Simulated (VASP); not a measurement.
# NaLiS2 (R-3m) in VASP: notebook

NaLiS2 is run at these levels: PBE; tasks: single point, relaxation of cell and atoms.

Everything below comes from runs of VASP 6.6.1. Logs are shortened: lines on timing, memory, paths and dates and some standing lists are left out, and cuts for length are marked.

### 1 The cell of the first run

The structure is trigonal, space group R-3m (No. 166). The conventional cell has a = 3.256 Å, b = 3.256 Å, c = 23.031 Å, α = 90.00°, β = 90.00°, γ = 120.00°. Li (site symmetry -3m) has 6 S at 2.56 Å and 6 Li at 3.26 Å within 3.4 Å. Na (site symmetry -3m) has 6 S at 2.81 Å and 6 Na at 3.26 Å within 3.7 Å. Within 3.4 Å of S (site symmetry 3m) lie 3 Li at 2.56 Å and 3 Na at 2.81 Å and 6 S at 3.26 Å.

### 2 Single point, PBE

INCAR

```
ALGO = Normal
EDIFF = 1E-6
ENCUT = 520
GGA = PE
ISIF = 2
ISMEAR = -1
LASPH = T
LCHARG = F
LREAL = F
LWAVE = F
NBANDS = 19
NELM = 80
PREC = Accurate
SIGMA = 0.0747
```

KPOINTS

```
k-points
0
Gamma
  7 7 7
```

POSCAR

```
NaLiS2
1.0
    1.6281638462      2.8200625046      0.0000006147
   -1.6281638462      2.8200625046      0.0000006147
   -1.6281638462      0.9400191615      7.6769765705
Li Na S
1 1 2
Direct
    0.0000000000      0.0000000000      0.0000000000
    0.5000000000      0.0000000000      0.5000000000
    0.2576039794      0.4847920411      0.7728119383
    0.7423960206      0.5152079589      0.2271880617
```

Potentials or basis: VASP PAW PBE potentials, release 64 (Li_sv, Na_pv, S).

Run with:

```console
> cat potpaw_PBE.64/Li_sv/POTCAR potpaw_PBE.64/Na_pv/POTCAR potpaw_PBE.64/S/POTCAR > POTCAR
> mpirun -np 1 vasp_std > vasp.out
```

OUTCAR:

```text
EDIFF = 1E-6
   ENCUT = 520
   GGA = PE
   ISIF = 2
   ISMEAR = -1
   LASPH = T
   LREAL = F
   NELM = 80
   PREC = Accurate

 ion  position               nearest neighbor table
   1  0.000  0.000  0.000-   3 2.56   4 2.56   4 2.56   4 2.56   3 2.56   3 2.56
   2  0.500  0.000  0.500-
   3  0.258  0.485  0.773-   1 2.56   1 2.56   1 2.56
   4  0.742  0.515  0.227-   1 2.56   1 2.56   1 2.56

  LATTYP: Found a trigonal (rhomboedric) cell.
 ALAT       =     7.9038296286
 COS(alpha) =     0.9151306123

  Lattice vectors:

 A1 = (  -1.6281638462,   0.9400191615,   7.6769765705)
 A2 = (   0.0000000000,  -1.8800433431,   7.6769759558)
 A3 = (   1.6281638462,   0.9400191615,   7.6769765705)

Analysis of symmetry for initial positions (statically):
=====================================================================
 Subroutine PRICEL returns:
 Original cell was already a primitive cell.

 Routine SETGRP: Setting up the symmetry group for a
 trigonal (rhombohedral) supercell.

 Subroutine GETGRP returns: Found 12 space group operations
 (whereof 12 operations were pure point group operations)
 out of a pool of 12 trial point group operations.

The static configuration has the point symmetry D_3d.

Analysis of symmetry for dynamics (positions and initial velocities):
=====================================================================
 Subroutine PRICEL returns:
 Original cell was already a primitive cell.

 Routine SETGRP: Setting up the symmetry group for a
 trigonal (rhombohedral) supercell.

 Subroutine GETGRP returns: Found 12 space group operations
 (whereof 12 operations were pure point group operations)
 out of a pool of 12 trial point group operations.

The dynamic configuration has the point symmetry D_3d.

 Subroutine INISYM returns: Found 12 space group operations
 (whereof 12 operations are pure point group operations),
 and found     1 'primitive' translations

----------------------------------------------------------------------------------------

                                     Primitive cell

  volume of cell :      70.4980

  direct lattice vectors                    reciprocal lattice vectors
     1.628163846  2.820062505  0.000000615     0.307094400  0.177301025  0.043419911
    -1.628163846  2.820062505  0.000000615    -0.307094400  0.177301054 -0.086839706
    -1.628163846  0.940019161  7.676976570     0.000000000 -0.000000028  0.130259617

  length of vectors
     3.256327692  3.256327692  7.903829629     0.357250490  0.365080496  0.130259617

  position of ions in fractional coordinates (direct lattice)
     0.000000000  0.000000000  0.000000000
     0.500000000  0.000000000  0.500000000
     0.257603979  0.484792041  0.772811938
     0.742396021  0.515207959  0.227188062

  ion indices of the primitive-cell ions
   primitive index   ion index
                 1           1
                 2           2
                 3           3
                 4           4

----------------------------------------------------------------------------------------

 KPOINTS: k-points

Automatic generation of k-mesh.
 Grid dimensions read from file:
 generate k-points for:    7    7    7

 Generating k-lattice:

  Cartesian coordinates                     Fractional coordinates (reciprocal lattice)
     0.043870629  0.025328718  0.006202844     0.142857143 -0.000000000 -0.000000000
    -0.043870629  0.025328722 -0.012405672    -0.000000000  0.142857143  0.000000000
     0.000000000 -0.000000004  0.018608517     0.000000000  0.000000000  0.142857143

  Length of vectors
     0.051035784  0.052154357  0.018608517

  Shift w.r.t. Gamma in fractional coordinates (k-lattice)
     0.000000000  0.000000000  0.000000000

 Subroutine IBZKPT returns following result:
 ===========================================

 Found     44 irreducible k-points:

 Following reciprocal coordinates:
            Coordinates               Weight
  0.000000  0.000000  0.000000      1.000000
  0.142857  0.000000 -0.000000      6.000000
  0.285714  0.000000 -0.000000      6.000000
  0.428571 -0.000000 -0.000000      6.000000
 -0.000000  0.142857  0.000000      6.000000
  0.285714  0.142857 -0.000000      6.000000
[... 16 lines left out ...]
  0.428571  0.285714  0.142857     12.000000
 -0.428571  0.285714  0.142857     12.000000
 [... further k-points ...]
   k-points           NKPTS =     44   k-points in BZ     NKDIM =     44   number of bands    NBANDS=     19
   number of dos      NEDOS =    301   number of ions     NIONS =      4
   total plane-waves  NPLWV =  34560
   dimension x,y,z NGX =    24 NGY =   24 NGZ =   60
   dimension x,y,z NGXF=    48 NGYF=   48 NGZF=  120
   ions per type =               1   1   2
   NGX,Y,Z   is equivalent  to a cutoff of  12.25, 12.25, 12.62 a.u.
   NGXF,Y,Z  is equivalent  to a cutoff of  24.51, 24.51, 25.24 a.u.
 SYSTEM =  unknown system
   PREC   = accura    normal or accurate (medium, high low for compatibility)
   ISTART =      0    job   : 0-new  1-cont  2-samecut
   ICHARG =      2    charge: 1-file 2-atom 10-const
   ISPIN  =      1    spin polarized calculation?
   LNONCOLLINEAR =      F non collinear calculations
   LSORBIT =      F    spin-orbit coupling
   LASPH  =      T    aspherical Exc in radial PAW
   ENCUT  =  520.0 eV  38.22 Ry    6.18 a.u.   6.05  6.05 14.70*2*pi/ulx,y,z
   NELM   =     80;   NELMIN=  2; NELMDL= -5     # of ELM steps
   EDIFF  = 0.1E-05   stopping-criterion for ELM
   LREAL  =      F    real-space projection
   EDIFFG = 0.1E-04   stopping-criterion for IOM
   NSW    =      0    number of steps for IOM
   IBRION =     -1    ionic relax: 0-MD 1-quasi-New 2-CG
   NFREE  =      0    steps in history (QN), initial steepest desc. (CG)
   ISIF   =      2    stress and relaxation
   ISYM   =      2    0-nonsym 1-usesym 2-fastsym
   POTIM  = 0.5000    time-step for ionic-motion
   TEBEG  =    0.0;   TEEND  =   0.0 temperature during run
   PSTRESS=    0.0 pullay stress
   NELECT =      22.0000    total number of electrons
   NUPDOWN=      -1.0000    fix difference up-down
   EMIN   =  10.00;   EMAX   =-10.00  energy-range for DOS
   EFERMI =   0.00;   METHOD = LEGACY
   ISMEAR =    -1;   SIGMA  =   0.07  broadening in eV -4-tet -1-fermi 0-gaus
   EFERMI_NEDOS =   21; number of points for ismear=-14 and -15
   IALGO  =     38    algorithm
   IMIX   =      4    mixing-type and parameters
     AMIX     =   0.40;   BMIX     =  1.00
     AMIX_MAG =   1.60;   BMIX_MAG =  1.00
  volume/ion in A,a.u.               =      17.62       118.94
  Fermi-wavevector in a.u.,A,eV,Ry     =   1.110427  2.098403 16.776641  1.233048
  Thomas-Fermi vector in A             =   2.246979
   LORBIT       =      0    0 simple, 1 ext, 2 COOP (PROOUT), +10 PAW based schemes
   GGA     = PE    functional components
   LHFCALC =     F    Hartree Fock is set to
   AEXX    =    0.0000 exact exchange contribution
   IVDW    =     0    specifies the selected vdW correction
   LEPSILON=     F    determine dielectric tensor
   LRPA    =     F    only Hartree local field effects (RPA)
 non-spin polarized calculation
  energy-cutoff  :      520.00
  volume of cell :       70.50
 maximum number of plane-waves:      1921
   NGX = 13   NGY = 13   NGZ = 29

 number of electron      22.0000009 magnetization

 Free energy of the ion-electron system (eV)
  ---------------------------------------------------
  ext. energy  EPLUGINS =         0.00000000
  ---------------------------------------------------
  free energy    TOTEN  =       -13.52628664 eV

  energy without entropy =      -13.47809144  energy(sigma->0) =      -13.50218904

 E-fermi :   2.7951     XC(G=0):  -9.1613

 val. band max:        2.6760222838   @ k =  -0.0000  -0.1429   0.2857
 cond. band min:       2.7951914761   @ k =  -0.0000   0.1429   0.0000
 fundamental gap:      0.1191691923
 Fermi energy:         2.7950822001

 k-point     1 :       0.0000    0.0000    0.0000
  band No.  band energies     occupation
      1     -41.9493      2.00000
      2     -20.1585      2.00000
      3     -20.1585      2.00000
      4     -20.1500      2.00000
      5      -9.8992      2.00000
      6      -9.5751      2.00000
[... 11 lines left out ...]
     18      13.0812      0.00000
     19      14.0330      0.00000

 k-point     2 :       0.1429    0.0000   -0.0000
  band No.  band energies     occupation
      1     -41.9482      2.00000
      2     -20.1802      2.00000
      3     -20.1632      2.00000
      4     -20.1450      2.00000
      5      -9.6717      2.00000
      6      -9.3655      2.00000
[... 11 lines left out ...]
     18      12.9614      0.00000
     19      13.5149      0.00000

 k-point     3 :       0.2857    0.0000   -0.0000
  band No.  band energies     occupation
      1     -41.9455      2.00000
      2     -20.2283      2.00000
      3     -20.1739      2.00000
      4     -20.1337      2.00000
      5      -9.0744      2.00000
      6      -8.8245      2.00000
[... 11 lines left out ...]
     18      12.9360      0.00000
     19      13.2064      0.00000

 k-point     4 :       0.4286   -0.0000   -0.0000
  band No.  band energies     occupation
      1     -41.9433      2.00000
      2     -20.2663      2.00000
      3     -20.1824      2.00000
      4     -20.1248      2.00000
      5      -8.4498      2.00000
      6      -8.2929      2.00000
[... 407 lines left out ...]
     18      13.0706      0.00000
     19      13.0895      0.00000

 k-point    23 :       0.4286    0.2857    0.1429
  band No.  band energies     occupation
      1     -41.9438      2.00000
      2     -20.2486      2.00000
      3     -20.1899      2.00000
      4     -20.1268      2.00000
      5      -8.6196      2.00000
      6      -8.4244      2.00000
[... 11 lines left out ...]
     18      11.8737      0.00000
     19      12.1959      0.00000

 k-point    24 :      -0.4286    0.2857    0.1429
  band No.  band energies     occupation
      1     -41.9424      2.00000
      2     -20.2487      2.00000
      3     -20.2188      2.00000
      4     -20.1213      2.00000
      5      -8.1679      2.00000
      6      -8.0869      2.00000
[... 11 lines left out ...]
     18      12.7477      0.00000
     19      13.1983      0.00000

 [... further k-points ...]

------------------------ aborting loop because EDIFF is reached ----------------------------------------

  FORCE on cell =-STRESS in cart. coord.  units (eV):
  Direction    XX          YY          ZZ          XY          YZ          ZX
  --------------------------------------------------------------------------------------
  -------------------------------------------------------------------------------------
  Total       -0.0124220     -0.0124220      0.0004569     -0.0000000     -0.0000000      0.0000000
  in kB       -0.2823093     -0.2823093      0.0103831     -0.0000000     -0.0000001      0.0000000
  external PRESSURE =      -0.1847451 kB  Pullay stress =       0.0000000 kB

 VOLUME and BASIS-vectors are now :
 -----------------------------------------------------------------------------
  energy-cutoff  :      520.00
  volume of cell :       70.50
      direct lattice vectors                 reciprocal lattice vectors
     1.628163846  2.820062505  0.000000615     0.307094400  0.177301025  0.043419911
    -1.628163846  2.820062505  0.000000615    -0.307094400  0.177301054 -0.086839706
    -1.628163846  0.940019161  7.676976570     0.000000000 -0.000000028  0.130259617

 POSITION                                       TOTAL-FORCE (eV/Angst)
 -----------------------------------------------------------------------------------
      0.00000      0.00000      0.00000         0.000000      0.000000      0.000000
      0.00000      1.88004      3.83849         0.000000     -0.000000      0.000000
     -1.62816      2.82006      5.93286        -0.000000      0.000000     -0.000556
      0.00000      3.76008      1.74412         0.000000     -0.000000      0.000556
 -----------------------------------------------------------------------------------
    total drift:                               -0.000000     -0.000000     -0.000000

  FREE ENERGIE OF THE ION-ELECTRON SYSTEM (eV)
  ---------------------------------------------------
  free  energy   TOTEN  =       -13.5262866387 eV

  energy  without entropy=      -13.4780914416  energy(sigma->0) =      -13.50218904
```

Wall time 59 s (1 thread of Intel Xeon 8259CL, shared host); peak memory 0.2 GiB.

Results:

```yaml
Free_energy: -13.5263 eV
Band_gap_on_the_k_mesh: zero (bands 11 and 12 overlap by 2.44 eV)
```

Levels at points of the mesh, in eV from the Fermi level:
```
           k point  band 8  band 9  band 10  band 11  band 12  band 13
(0.00, 0.00, 0.00)   -1.86    1.11     1.11     1.20     1.20     3.33
```

Caveat: the cutoff is under 1.25 times the usual one of these potentials, so pressure, stress and relaxed cells hold a basis-set (Pulay) error.

### 3 Relaxation of cell and atoms, PBE

This run uses another cell than the first one, of 18.04 Å³/atom.

INCAR

```
SYSTEM = NaLiS2
ALGO = Normal
EDIFF = 1E-6
EDIFFG = -0.01
ENCUT = 600
GGA = PE
IBRION = 2
ISIF = 3
ISMEAR = -1
LASPH = .TRUE.
LCHARG = .FALSE.
LREAL = .FALSE.
LWAVE = .FALSE.
NELM = 100
NSW = 60
PREC = Accurate
SIGMA = 0.0747
```

KPOINTS

```
k-points
0
G
  7 7 7
  0 0 0
```

POSCAR

```
NaLiS2
1.0
    1.7399590000      3.0136950000      0.0000000000
   -1.7399590000      3.0136950000      0.0000000000
   -1.7399590000      1.0045620000      6.8815890000
Li Na S
1 1 2
Direct
    0.0000000000      0.0000000000      0.0000000000
    0.5000000000      0.0000000000      0.5000000000
    0.2740000000      0.4520000000      0.8220000000
    0.7260000000      0.5480000000      0.1780000000
```

Potentials or basis: VASP PAW PBE potentials, release 64 (Li_sv, Na_pv, S).

Run with:

```console
> cat potpaw_PBE.64/Li_sv/POTCAR potpaw_PBE.64/Na_pv/POTCAR potpaw_PBE.64/S/POTCAR > POTCAR
> mpirun -np 1 vasp_std > vasp.out
```

Run time: 20 min. Hardware: 1 thread of Intel Xeon 8259CL, shared host; peak memory 0.24 GiB.

Results (log left out):

```
Free energy                           : -13.5265 eV
Relaxed volume                        : 17.61 Å³/atom
Relaxed cell                          : a = 3.255 Å, b = 3.255 Å, c = 7.904 Å, α = 78.12°, β = 90.00°, γ = 60.00°
Space group after relaxing (to 0.1 Å) : R-3m (No. 166)
Energy gained by relaxing             : 168.2 meV/atom
Ionic steps                           : 26
Pressure after relaxing               : 0.0 GPa
Largest force after relaxing          : 0.005 eV/Å
Band gap on the k mesh                : zero (bands 11 and 12 overlap by 2.45 eV)
```

Forces on the atoms (eV/Å):
```
Li   0.000  0.000  0.000
Na   0.000  0.000  0.000
S    0.000  0.000 -0.005
S    0.000  0.000  0.005
```

Step by step:
```
step  energy change (eV)  largest force (eV/Å)  pressure (GPa)  volume (Å³)
   1              0.0000                1.1043            2.63        72.17
   2             -0.1563                0.7748            0.61        75.30
   3             -0.2429                0.1962           -2.18        82.36
   4             -0.2483                0.2889           -1.79        81.02
   5             -0.2871                0.1932           -1.01        78.45
   6             -0.3009                0.0567            0.08        75.69
   7             -0.3010                0.0683            0.02        75.89
   8             -0.3090                0.0850            0.03        75.65
   9             -0.3475                0.1060            0.08        74.91
  10             -0.4875                0.0633            0.09        73.26
  11             -0.6165                0.5795            1.18        69.32
  12             -0.6285                0.4136            0.77        70.37
  13             -0.6288                0.4489            0.83        70.15
  14             -0.6320                0.4580            0.76        70.14
  15             -0.6337                0.4844            0.61        70.08
  16             -0.6345                0.4755            0.65        70.10
  17             -0.6384                0.4500            0.56        70.21
  18             -0.6486                0.3748            0.28        70.55
  19             -0.6623                0.2300           -0.19        71.22
  20             -0.6651                0.0395           -1.07        72.58
  21             -0.6678                0.0649           -0.73        72.03
  22             -0.6702                0.0430           -0.53        71.56
  23             -0.6723                0.0083           -0.19        70.86
  24             -0.6725                0.0097           -0.01        70.51
  25             -0.6726                0.0081            0.00        70.49
  26             -0.6727                0.0048           -0.01        70.46
```

Final structure:
```yaml
crystal:
  lattice:
    - [1.62765, 2.81918, 0.00000]
    - [-1.62765, 2.81918, 0.00000]
    - [-1.62765, 0.93972, 7.67755]
  atoms:
    - { symbol: Li, position: [0.00000, 0.00000, 0.00000] }
    - { symbol: Na, position: [0.50000, 0.00000, 0.50000] }
    - { symbol: S, position: [0.25764, 0.48471, 0.77293] }
    - { symbol: S, position: [0.74236, 0.51529, 0.22707] }
```

Levels at points of the mesh, in eV from the Fermi level:
```
           k point  band 8  band 9  band 10  band 11  band 12  band 13
(0.00, 0.00, 0.00)   -1.86    1.11     1.11     1.20     1.20     3.32
```

Caveat: the cutoff is under 1.25 times the usual one of these potentials, so pressure, stress and relaxed cells hold a basis-set (Pulay) error.
